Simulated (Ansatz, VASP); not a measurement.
# Mg4FeO3: VASP beside Ansatz

```xyz
8
Lattice="2.6762 0.0000 0.0000 0.0000 2.6762 0.0000 0.0000 0.0000 12.1642" Properties=species:S:1:pos:R:3 pbc="T T T"
Mg    0.0000    0.0000   10.0606
Mg    0.0000    0.0000    2.1036
Mg    0.0000    0.0000    4.7506
Mg    0.0000    0.0000    7.4136
Fe    1.3381    1.3381    0.0000
O     1.3381    1.3381    3.4138
O     1.3381    1.3381    6.0821
O     1.3381    1.3381    8.7504
```

Change from the starting cell: species swapped into the Al4Ni3Pt type (P4/mmm, No. 123).

Alike in both runs: functional PBE; k mesh 6 × 6 × 2; occupations gaussian, width 0.2 eV; collinear spin.

Ansatz relaxed the structure, and its values are those at the end. VASP's run is a single point on that final structure, the one shown.

|  | VASP | Ansatz |
| --- | --- | --- |
| version | VASP 6.6.1 | Ansatz 0.2.0 |
| potentials or method | VASP PAW PBE potentials, release 64 (Mg, Fe, O), cutoff 600 eV | scalar-relativistic, plane waves, PAW |
| valence electrons in the cell | 34 | 74 |

VASP gave:

```
gap on the k mesh at the Fermi level (eV)                     : none
pressure (GPa)                                                : -0.9
rms of the force components (eV/Å)                            : 0.013
net moment per atom (μB)                                      : 0.28
size of the moment on the site where the two differ most (μB) : 2.35
```

Q: Estimate Ansatz's values.

A: gap on the k mesh at the Fermi level (eV): none; pressure (GPa): -0.3; rms of the force components (eV/Å): 0.013; net moment per atom (μB): 0.28; size of the moment on the site where the two differ most (μB): 2.37.

Site moments also hang on the region over which each program counts them. A gap of «none» marks a metal or a gap that the smearing closes. VASP's potentials hold 34 valence electrons a cell and Ansatz's 74, so a difference there can come from the potentials and not from the codes.

The k mesh is coarse, so the values compare programs but aren't converged.
